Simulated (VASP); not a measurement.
Input of a VASP 6.6.1 run:

INCAR

```
SYSTEM = BN
PREC = Accurate
ENCUT = 520
EDIFF = 1E-6
ISMEAR = 0
SIGMA = 0.05
LREAL = .False.
LASPH = .True.
NELM = 80
ALGO = Normal
ISIF = 2
LWAVE = .False.
LCHARG = .True.
GGA = PS
LELF = .True.
LVHAR = .True.
NBANDS = 16
```

KPOINTS

```
regular mesh
0
Gamma
  12 12 4
  0 0 0
```

The input POSCAR:

```
BN
1.0
    2.4413919117      0.0000000000      0.0000000000
   -1.2206959559      2.1143074161      0.0000000000
    0.0000000000      0.0000000000      6.8277300000
B N
2 2
Direct
    0.3333333333      0.6666666667      0.2500000000
    0.6666666667      0.3333333333      0.7500000000
    0.3333333333      0.6666666667      0.7500000000
    0.6666666667      0.3333333333      0.2500000000
```

Potentials or basis: VASP PAW PBE potentials, release 64 (B, N).

Command:

```console
$ cat potpaw_PBE.64/B/POTCAR potpaw_PBE.64/N/POTCAR > POTCAR
$ mpirun -np 1 vasp_std > vasp.out
```

Task: Estimate the pressure.

Result: 20.4 GPa.

Task: Estimate the band gap on the k mesh.

Result: 4.33 eV, indirect (least direct gap 4.78 eV).

Stress tensor (GPa, compression positive):
```
30.52  0.00  0.00
 0.00 30.52  0.00
 0.00  0.00  0.31
```

Caveat: the cell differs from its parent crystal (strain -0.025 along x and y, +0.025 along z); the PAW data sets were made with another functional, which shifts forces and pressure a little; this functional lacks dispersion, which binds the layers, so the pressure and a relaxed spacing across them are unreliable. A k mesh can miss the band edges.
